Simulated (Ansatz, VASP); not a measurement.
## Cd: VASP beside Ansatz

```xyz
1
Lattice="0.0000 2.2514 2.2847 2.2514 0.0000 2.2847 2.2514 2.2514 0.0000" Properties=species:S:1:pos:R:3 pbc="T T T"
Cd    0.0000    0.0000    0.0000
```

Change from the starting cell: strain +0.015 along x and y, +0.030 along z, atoms carried along.

Alike in both runs: task single point; functional PBEsol; k mesh 18 × 18 × 18; occupations gaussian, width 0.15 eV; no spin polarisation.

```csv
,VASP,Ansatz
version,VASP 6.6.1,Ansatz 0.2.0
potentials or method,"VASP PAW PBE potentials, release 64 (Cd), cutoff 520 eV","scalar-relativistic, plane waves, PAW"
valence electrons in the cell,12,20
```

Ansatz gave:

```
gap on the k mesh at the Fermi level (eV)                     : none
pressure (GPa)                                                : -4.4
traceless stress, the component that is largest in VASP (GPa) : -0.27
```

Problem. Estimate VASP's values.

Solution. gap on the k mesh at the Fermi level (eV): none; pressure (GPa): -4.1; traceless stress, the component that is largest in VASP (GPa): -0.28.

VASP's potentials were made for PBE, not for PBEsol. A gap of «none» marks a metal or a gap that the smearing closes. VASP's potentials hold 12 valence electrons a cell and Ansatz's 20, so a difference there can come from the potentials and not from the codes.
